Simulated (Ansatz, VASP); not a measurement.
**Mg2O in VASP and in Ansatz**

```xyz
3
Lattice="3.1938 0.0000 0.0000 0.0000 3.1938 0.0000 0.0000 0.0000 4.8390" Properties=species:S:1:pos:R:3 pbc="T T T"
Mg    0.0000    1.5969    1.1953
Mg    1.5969    0.0000    3.6437
O     1.5969    1.5969    2.4195
```

Alike in both runs: functional PBE; k mesh 12 × 12 × 8; occupations gaussian, width 0.1 eV; no spin polarisation.

Ansatz relaxed the structure, and its values are those at the end. VASP's run is a single point on that final structure, the one shown.

|  | VASP | Ansatz |
| --- | --- | --- |
| version | VASP 6.6.1 | Ansatz 0.2.0 |
| potentials or method | VASP PAW PBE potentials, release 64 (Mg, O), cutoff 520 eV | scalar-relativistic, plane waves, PAW |
| valence electrons in the cell | 10 | 26 |

```csv
,VASP,Ansatz,Ansatz less VASP
gap on the k mesh at the Fermi level (eV),none,none,-
pressure (GPa),-0.3,0.0,+0.26
rms of the force components (eV/Å),0.004,0.000,-0.0039
```

A gap of «none» marks a metal or a gap that the smearing closes. VASP's potentials hold 10 valence electrons a cell and Ansatz's 26, so a difference there can come from the potentials and not from the codes.
